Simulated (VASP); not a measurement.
A run of VASP 6.6.1 is set up as follows.

INCAR

```
PREC     = Accurate       # precision mode
ENCUT    = 520            # plane-wave cutoff, eV
EDIFF    = 1E-6           # SCF threshold, eV
ISMEAR   = 0              # smearing method
SIGMA    = 0.05           # smearing width, eV
LREAL    = False          # projectors in reciprocal space
LASPH    = True           # aspherical terms in the spheres
NELM     = 80             # most SCF steps
ALGO     = Normal         # electronic algorithm
ISIF     = 2              # what is computed and relaxed
LWAVE    = False          # write WAVECAR
LCHARG   = False          # write CHGCAR
GGA      = CA             # functional
NBANDS   = 15             # bands
```

Contents of KPOINTS:

```
Automatic mesh
0
Gamma
  8 8 8
```

File POSCAR:

```
KF
1.0
   -0.0273655443      2.5542895790      2.5542895790
    2.5542895790     -0.0273655443      2.5542895790
    2.5542895790      2.5542895790     -0.0273655443
K F
1 1
Direct
    0.0000000000      0.0000000000      0.0000000000
    0.5000000000      0.5000000000      0.5000000000
```

Potentials or basis: VASP PAW LDA potentials, release 64 (K_sv, F).

Run with:

```sh
$ cat potpaw_LDA.64/K_sv/POTCAR potpaw_LDA.64/F/POTCAR > POTCAR
$ mpirun -np 1 vasp_std > vasp.out
```

(1) What does it give for the band gap on the k mesh?

(2) Estimate the pressure.

Answers

(1) 6.43 eV, direct.

(2) 1.0 GPa.
